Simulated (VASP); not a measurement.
Here is a VASP 6.6.1 calculation.

File INCAR:

```
  PREC = Accurate
  ENCUT = 520
  EDIFF = 1E-6
  ISMEAR = -1
  SIGMA = 0.15
  LREAL = F
  LASPH = T
  NELM = 80
  ALGO = Normal
  ISIF = 2
  LWAVE = F
  LCHARG = T
  GGA = CA
  LELF = T
  LVHAR = T
  NBANDS = 28
```

KPOINTS

```
regular mesh
0
Gamma
  12 12 12
```

Contents of POSCAR:

```
Hf3N2
1.0
    1.5842071534      0.9146424265      7.6448489987
   -1.5842071534      0.9146424265      7.6448489987
    0.0000000000     -1.8292848530      7.6448489987
Hf N
3 2
Direct
    0.7786769770      0.7786769770      0.7786769770
    0.2213230230      0.2213230230      0.2213230230
    0.0000000000      0.0000000000      0.0000000000
    0.6108632738      0.6108632738      0.6108632738
    0.3891367262      0.3891367262      0.3891367262
```

Potentials or basis: VASP PAW LDA potentials, release 64 (Hf_pv, N).

Launch:

```sh
$ cat potpaw_LDA.64/Hf_pv/POTCAR potpaw_LDA.64/N/POTCAR > POTCAR
$ mpirun -np 1 vasp_std > vasp.out
```

**Question.** Predict the band gap on the k mesh.

**Answer.** Zero (bands 20 and 21 overlap by 0.98 eV).

**Question.** Estimate the pressure.

**Answer.** -0.5 GPa.

**Question.** Estimate the largest force.

**Answer.** 0.084 eV/Å.

Stress tensor (GPa, compression positive):
```
-0.63  0.00  0.00
 0.00 -0.63  0.00
 0.00  0.00 -0.38
```

Caveat: spin-orbit coupling is left out, which moves the levels of the heavy elements.
